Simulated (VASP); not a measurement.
# Co (I4_1/amd) in VASP: a series of runs

The runs below take Co through single point, with PBE.

Program: VASP 6.6.1. These are calculated values, not measurements. Logs are shortened: lines on timing, memory, paths and dates and some standing lists are left out, and cuts for length are marked.

## (1) The cell of the first run

Symmetry: I4_1/amd, No. 141, tetragonal system. Conventional cell: a = 4.360 Å, b = 4.360 Å, c = 6.681 Å, α = 90.00°, β = 90.00°, γ = 90.00°. Co (site symmetry -4m2) has 16 Co at 2.58 to 2.75 Å within 3.4 Å. Co (site symmetry 2/m) has 12 Co at 2.18 to 2.73 Å within 2.9 Å.

## (2) Single point, PBE, collinear spin, ferromagnetic start (10.58 Å³/atom)

File INCAR:

```
PREC = Accurate ; ENCUT = 520
EDIFF = 1E-6 ; ISMEAR = 0
SIGMA = 0.15 ; LREAL = False
LASPH = True ; NELM = 150
ALGO = Normal ; ISIF = 2
LWAVE = False ; LCHARG = False
ISPIN = 2 ; MAGMOM = 2.05 2.05 1.96 1.96 1.96 1.96
LORBIT = 11 ; LMAXMIX = 4
GGA = PE ; NBANDS = 40
KPAR = 4
```

File KPOINTS:

```
regular mesh
0
Gamma
  12 12 12
```

File POSCAR:

```
Co
1.0
    0.0000000000      3.0829540021      3.3403806612
    3.0829540021      0.0000000000      3.3403806612
    3.0829540021      3.0829540021      0.0000000000
Co
6
Direct
    0.2500000000      0.2500000000      0.2500000000
    0.0000000000      0.0000000000      0.0000000000
    0.6250000000      0.6250000000      0.1250000000
    0.6250000000      0.1250000000      0.6250000000
    0.1250000000      0.6250000000      0.6250000000
    0.6250000000      0.6250000000      0.6250000000
```

Potentials or basis: VASP PAW PBE potentials, release 64 (Co).

Command:

```bash
> cat potpaw_PBE.64/Co/POTCAR > POTCAR
> mpirun -np 4 vasp_std > vasp.out
```

OUTCAR:

```text
PREC = Accurate
   ENCUT = 520
   EDIFF = 1E-6
   ISMEAR = 0
   LREAL = False
   LASPH = True
   NELM = 150
   ISIF = 2
   ISPIN = 2
   LORBIT = 11
   GGA = PE

 ion  position               nearest neighbor table
   1  0.250  0.250  0.250-   4 2.58   5 2.58   4 2.58   5 2.58   3 2.58   6 2.58   3 2.58   6 2.58
                             3 2.73   6 2.73   4 2.73   5 2.73   2 2.75   2 2.75   2 2.75   2 2.75
   2  0.000  0.000  0.000-   4 2.58   5 2.58   3 2.58   6 2.58   3 2.58   6 2.58   4 2.58   5 2.58
                             6 2.73   3 2.73   5 2.73   4 2.73   1 2.75   1 2.75   1 2.75   1 2.75
   3  0.625  0.625  0.125-   6 2.18   6 2.18   5 2.27   4 2.27   4 2.27   5 2.27   2 2.58   1 2.58
                             2 2.58   1 2.58   1 2.73   2 2.73
   4  0.625  0.125  0.625-   5 2.18   5 2.18   3 2.27   6 2.27   6 2.27   3 2.27   2 2.58   1 2.58
                             2 2.58   1 2.58   2 2.73   1 2.73
   5  0.125  0.625  0.625-   4 2.18   4 2.18   6 2.27   3 2.27   3 2.27   6 2.27   2 2.58   1 2.58
                             2 2.58   1 2.58   1 2.73   2 2.73
   6  0.625  0.625  0.625-   3 2.18   3 2.18   5 2.27   4 2.27   4 2.27   5 2.27   2 2.58   1 2.58
                             2 2.58   1 2.58   2 2.73   1 2.73

  LATTYP: Found a body centered tetragonal cell.
 ALAT       =     4.3599553619
 C/A-ratio  =     1.5323003948

  Lattice vectors:

 A1 = (  -3.0829540021,   0.0000000000,   3.3403806612)
 A2 = (   3.0829540021,   0.0000000000,   3.3403806612)
 A3 = (   0.0000000000,   3.0829540021,  -3.3403806612)

Analysis of symmetry for initial positions (statically):
=====================================================================
 Subroutine PRICEL returns:
 Original cell was already a primitive cell.

 Routine SETGRP: Setting up the symmetry group for a
 body centered tetragonal supercell.

 Subroutine GETGRP returns: Found 16 space group operations
 (whereof  8 operations were pure point group operations)
 out of a pool of 16 trial point group operations.

The static configuration has the point symmetry D_2d.
 The point group associated with its full space group is D_4h.

Analysis of symmetry for dynamics (positions and initial velocities):
=====================================================================
 Subroutine PRICEL returns:
 Original cell was already a primitive cell.

 Routine SETGRP: Setting up the symmetry group for a
 body centered tetragonal supercell.

 Subroutine GETGRP returns: Found 16 space group operations
 (whereof  8 operations were pure point group operations)
 out of a pool of 16 trial point group operations.

The dynamic configuration has the point symmetry D_2d.
 The point group associated with its full space group is D_4h.

Analysis of structural, dynamic, and magnetic symmetry:
=====================================================================
 Subroutine PRICEL returns:
 Original cell was already a primitive cell.

 Routine SETGRP: Setting up the symmetry group for a
 body centered tetragonal supercell.

 Subroutine GETGRP returns: Found 16 space group operations
 (whereof  8 operations were pure point group operations)
 out of a pool of 16 trial point group operations.

The overall configuration has the point symmetry D_2d.
 The point group associated with its full space group is D_4h.

 Subroutine INISYM returns: Found 16 space group operations
 (whereof  8 operations are pure point group operations),
 and found     1 'primitive' translations

----------------------------------------------------------------------------------------

                                     Primitive cell

  volume of cell :      63.4980

  direct lattice vectors                    reciprocal lattice vectors
     0.000000000  3.082954002  3.340380661    -0.162182115  0.162182115  0.149683539
     3.082954002  0.000000000  3.340380661     0.162182115 -0.162182115  0.149683539
     3.082954002  3.082954002  0.000000000     0.162182115  0.162182115 -0.149683539

  length of vectors
     4.545629587  4.545629587  4.359955362     0.273881797  0.273881797  0.273881797

  position of ions in fractional coordinates (direct lattice)
     0.250000000  0.250000000  0.250000000
     0.000000000  0.000000000  0.000000000
     0.625000000  0.625000000  0.125000000
     0.625000000  0.125000000  0.625000000
[... 66 lines left out ...]
   number of dos      NEDOS =    301   number of ions     NIONS =      6
   total plane-waves  NPLWV =  41472
   dimension x,y,z NGX =    36 NGY =   36 NGZ =   32
   dimension x,y,z NGXF=    72 NGYF=   72 NGZF=   64
   ions per type =               6
   NGX,Y,Z   is equivalent  to a cutoff of  13.17, 13.17, 12.20 a.u.
   NGXF,Y,Z  is equivalent  to a cutoff of  26.33, 26.33, 24.40 a.u.
 SYSTEM =  unknown system
   PREC   = accura    normal or accurate (medium, high low for compatibility)
   ISTART =      0    job   : 0-new  1-cont  2-samecut
   ICHARG =      2    charge: 1-file 2-atom 10-const
   ISPIN  =      2    spin polarized calculation?
   LNONCOLLINEAR =      F non collinear calculations
   LSORBIT =      F    spin-orbit coupling
   LASPH  =      T    aspherical Exc in radial PAW
   ENCUT  =  520.0 eV  38.22 Ry    6.18 a.u.   8.45  8.45  8.11*2*pi/ulx,y,z
   NELM   =    150;   NELMIN=  2; NELMDL= -5     # of ELM steps
   EDIFF  = 0.1E-05   stopping-criterion for ELM
   LREAL  =      F    real-space projection
   EDIFFG = 0.1E-04   stopping-criterion for IOM
   NSW    =      0    number of steps for IOM
   IBRION =     -1    ionic relax: 0-MD 1-quasi-New 2-CG
   NFREE  =      0    steps in history (QN), initial steepest desc. (CG)
   ISIF   =      2    stress and relaxation
   ISYM   =      2    0-nonsym 1-usesym 2-fastsym
   POTIM  = 0.5000    time-step for ionic-motion
   TEBEG  =    0.0;   TEEND  =   0.0 temperature during run
   PSTRESS=    0.0 pullay stress
   NELECT =      54.0000    total number of electrons
   NUPDOWN=      -1.0000    fix difference up-down
   EMIN   =  10.00;   EMAX   =-10.00  energy-range for DOS
   EFERMI =   0.00;   METHOD = LEGACY
   ISMEAR =     0;   SIGMA  =   0.15  broadening in eV -4-tet -1-fermi 0-gaus
   EFERMI_NEDOS =   21; number of points for ismear=-14 and -15
   IALGO  =     38    algorithm
   IMIX   =      4    mixing-type and parameters
     AMIX     =   0.40;   BMIX     =  1.00
     AMIX_MAG =   1.60;   BMIX_MAG =  1.00
  volume/ion in A,a.u.               =      10.58        71.42
  Fermi-wavevector in a.u.,A,eV,Ry     =   1.551027  2.931016 32.731335  2.405685
  Thomas-Fermi vector in A             =   2.655606
   LORBIT       =     11    0 simple, 1 ext, 2 COOP (PROOUT), +10 PAW based schemes
   GGA     = PE    functional components
   LHFCALC =     F    Hartree Fock is set to
   AEXX    =    0.0000 exact exchange contribution
   IVDW    =     0    specifies the selected vdW correction
   LEPSILON=     F    determine dielectric tensor
   LRPA    =     F    only Hartree local field effects (RPA)
 spin polarized calculation
 Gauss-broadening in eV      SIGMA  =   0.15
  energy-cutoff  :      520.00
  volume of cell :       63.50
 maximum number of plane-waves:      1753
 NGX is ok and might be reduce to    36
   NGX = 17   NGY = 17   NGZ = 17

 number of electron      54.0000001 magnetization      10.1716507

 number of electron      54.0000001 magnetization       9.9270128

 Free energy of the ion-electron system (eV)
  ---------------------------------------------------
  ext. energy  EPLUGINS =         0.00000000
  ---------------------------------------------------
  free energy    TOTEN  =       -40.64779350 eV

  energy without entropy =      -40.56798038  energy(sigma->0) =      -40.60788694

 E-fermi :  10.9513     XC(G=0): -13.5122

 val. band max:       10.9510919940   @ k =  -0.2500   0.0000   0.2500
 cond. band min:      10.9513240184   @ k =  -0.0833   0.0000   0.0833
 fundamental gap:      0.0002320244
 Fermi energy:        10.9512889251

 spin component 1

 k-point     1 :       0.0000    0.0000    0.0000
  band No.  band energies     occupation
      1       1.5237      1.00000
      2       4.2756      1.00000
      3       5.4849      1.00000
      4       5.5532      1.00000
      5       5.5532      1.00000
      6       5.9459      1.00000
[... 997 lines left out ...]
     38      18.4123      0.00000
     39      20.4944      0.00000

 [... further k-points ...]

 spin component 2

 k-point     1 :       0.0000    0.0000    0.0000
  band No.  band energies     occupation
      1       1.5757      1.00000
      2       5.3872      1.00000
      3       6.6168      1.00000
      4       6.7435      1.00000
      5       6.7435      1.00000
      6       7.1649      1.00000
[... 997 lines left out ...]
     38      19.1522      0.00000
     39      21.0994      0.00000

 [... further k-points ...]

 [bands above 39 left out]

------------------------ aborting loop because EDIFF is reached ----------------------------------------

  FORCE on cell =-STRESS in cart. coord.  units (eV):
  Direction    XX          YY          ZZ          XY          YZ          ZX
  --------------------------------------------------------------------------------------
  -------------------------------------------------------------------------------------
  Total        9.3215562      9.3215562      3.8026979      0.0000000      0.0000000     -0.0000000
  in kB      235.2008881    235.2008881     95.9494203      0.0000000      0.0000000     -0.0000000
  external PRESSURE =     188.7837321 kB  Pullay stress =       0.0000000 kB

 VOLUME and BASIS-vectors are now :
 -----------------------------------------------------------------------------
  energy-cutoff  :      520.00
  volume of cell :       63.50
      direct lattice vectors                 reciprocal lattice vectors
     0.000000000  3.082954002  3.340380661    -0.162182115  0.162182115  0.149683539
     3.082954002  0.000000000  3.340380661     0.162182115 -0.162182115  0.149683539
     3.082954002  3.082954002  0.000000000     0.162182115  0.162182115 -0.149683539

 POSITION                                       TOTAL-FORCE (eV/Angst)
 -----------------------------------------------------------------------------------
      1.54148      1.54148      1.67019         0.000000      0.000000     -0.000000
      0.00000      0.00000      0.00000         0.000000      0.000000      0.000000
      2.31222      2.31222      4.17548        -0.000000     -0.000000      0.000000
      2.31222      3.85369      2.50529        -0.000000     -0.000000     -0.000000
      3.85369      2.31222      2.50529        -0.000000     -0.000000      0.000000
      3.85369      3.85369      4.17548        -0.000000     -0.000000     -0.000000
 -----------------------------------------------------------------------------------
    total drift:                                0.000000      0.000000      0.000000

  FREE ENERGIE OF THE ION-ELECTRON SYSTEM (eV)
  ---------------------------------------------------
  free  energy   TOTEN  =       -40.6477935048 eV

  energy  without entropy=      -40.5679803771  energy(sigma->0) =      -40.60788694

 total charge

# of ion       s       p       d       tot
------------------------------------------
    1        0.417   0.448   7.221   8.086
    2        0.417   0.448   7.221   8.086
    3        0.567   0.630   7.362   8.559
    4        0.567   0.630   7.362   8.559
    5        0.567   0.630   7.362   8.559
    6        0.567   0.630   7.362   8.559
--------------------------------------------------
tot          3.100   3.417  43.890  50.407

 magnetization (x)

# of ion       s       p       d       tot
------------------------------------------
    1       -0.007  -0.039   1.775   1.728
    2       -0.007  -0.039   1.775   1.728
    3       -0.010  -0.053   1.691   1.628
    4       -0.010  -0.053   1.691   1.628
    5       -0.010  -0.053   1.691   1.628
    6       -0.010  -0.053   1.691   1.628
--------------------------------------------------
tot         -0.055  -0.291  10.316   9.970
```

Run time: 8.3 min. Hardware: 4 MPI ranks of Oxide Virtual Turin-like, shared host; peak memory 0.6 GiB.

What came out:

```yaml
Free_energy: -40.6478 eV
Pressure: 18.9 GPa
Net_moment: 9.93 μB per cell
Site_moments: Co +1.73, +1.63 (each value once) μB
Valence_electrons_inside_the_program's_atomic_spheres: Co 8.09, 8.56 (each value once)
```

Stress tensor (GPa, compression positive):
```
23.52  0.00  0.00
 0.00 23.52  0.00
 0.00  0.00  9.59
```

Caveat: the stress differs along the axes, from 10 to 24 GPa.

[end of part 1 of 2]
